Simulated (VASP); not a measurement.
## TiRh3: electric field gradients with LDA

The system is TiRh3.

```
CELL_PARAMETERS angstrom
3.89696 0.00000 0.00000
0.00000 3.89696 0.00000
0.00000 0.00000 3.89696
ATOMIC_POSITIONS crystal
Ti 0.00000 0.00000 0.00000
Rh 0.00000 0.50000 0.50000
Rh 0.50000 0.00000 0.50000
Rh 0.50000 0.50000 0.00000
```

```
Program                : VASP 6.6.1
Task                   : electric field gradients
Functional             : LDA
Potentials or basis    : VASP PAW LDA potentials, release 64 (Ti_sv, Rh_pv)
Cutoff                 : 520 eV
k mesh                 : 10 × 10 × 10
Occupations            : fermi-dirac, width 0.03 eV
Spin                   : no spin polarisation
Dipole correction      : no
Further INCAR settings : ALGO = Normal; EDIFF = 1e-08; NBANDS = 36
```

```json
{
 "Pressure": "-21.2 GPa",
 "Band gap on the k mesh": "zero (an odd number of electrons rules out a gap without spin polarisation)",
 "Largest electric field gradient by atom": "Ti -0.0; Rh -27.0 V/Å²"
}
```

Levels at points of the mesh, in eV from the Fermi level:
```tsv
k point	band 25	band 26	band 27	band 28	band 29	band 30	band 31	band 32	band 33	band 34
(0.00, 0.00, 0.00)	-0.17	0.76	1.19	1.19	1.19	2.46	2.46	3.07	3.07	3.07
(0.50, 0.00, 0.00)	-1.12	-1.00	-1.00	-0.82	0.10	1.01	1.01	1.19	1.62	1.86
(0.50, 0.50, 0.00)	-1.46	-1.36	-1.36	-1.01	-0.69	-0.67	1.37	1.37	1.49	3.10
(0.50, 0.50, 0.50)	-1.42	0.80	0.80	0.80	1.06	1.08	1.08	1.08	2.34	2.34
```

Electric field gradients, principal values (V/Å²):
```
atom   least  middle  greatest (by size)
1 Ti   0.000   0.000               0.000
2 Rh  13.514  13.514             -27.028
3 Rh  13.514  13.514             -27.028
4 Rh  13.514  13.514             -27.028
```

It took 80 s on 1 thread of AMD EPYC 9R14 (Zen 4), with other jobs on the host, peak memory 0.18 GiB.

Caveat: the cell stands under tension; without QUAD_EFG the Cq values of the log hold for a quadrupole moment of 1 mb, not for the nuclei.
